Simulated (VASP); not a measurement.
Input of a VASP 6.6.1 run:

File INCAR:

```
SYSTEM = Ti
  ALGO = Normal
  DIPOL = 0.5 0.5 0.500
  EDIFF = 1E-7
  ENCUT = 520
  GGA = PE
  IDIPOL = 3
  ISIF = 2
  ISMEAR = -1
  LASPH = .True.
  LCHARG = .False.
  LDIPOL = .True.
  LREAL = .False.
  LWAVE = .False.
  NBANDS = 25
  NELM = 80
  PREC = Accurate
  SIGMA = 0.05
```

KPOINTS

```
k-points
0
Gamma
  13 13 1
  0 0 0
```

The input POSCAR:

```
Ti
1.0
    2.9399472394      0.0000000000      0.0000000000
   -1.4699736197      2.5460689951      0.0000000000
    0.0000000000      0.0000000000     26.4362000000
Ti
3
Direct
    0.0000000000      0.0000000000      0.4160958423
    0.3333333333      0.6666666667      0.4999999779
    0.0000000000      0.0000000000      0.5839041577
```

Potentials or basis: VASP PAW PBE potentials, release 64 (Ti_sv).

Run with:

```console
$ cat potpaw_PBE.64/Ti_sv/POTCAR > POTCAR
$ mpirun -np 1 vasp_std > vasp.out
```

Question: Estimate the band gap on the k mesh.

Answer: Zero (bands 18 and 19 overlap by 1.07 eV).

Question: What does it give for the largest force?

Answer: 0.006 eV/Å.

Forces on the atoms (eV/Å):
```
Ti   0.000  0.000  0.006
Ti   0.000  0.000  0.000
Ti   0.000  0.000 -0.006
```
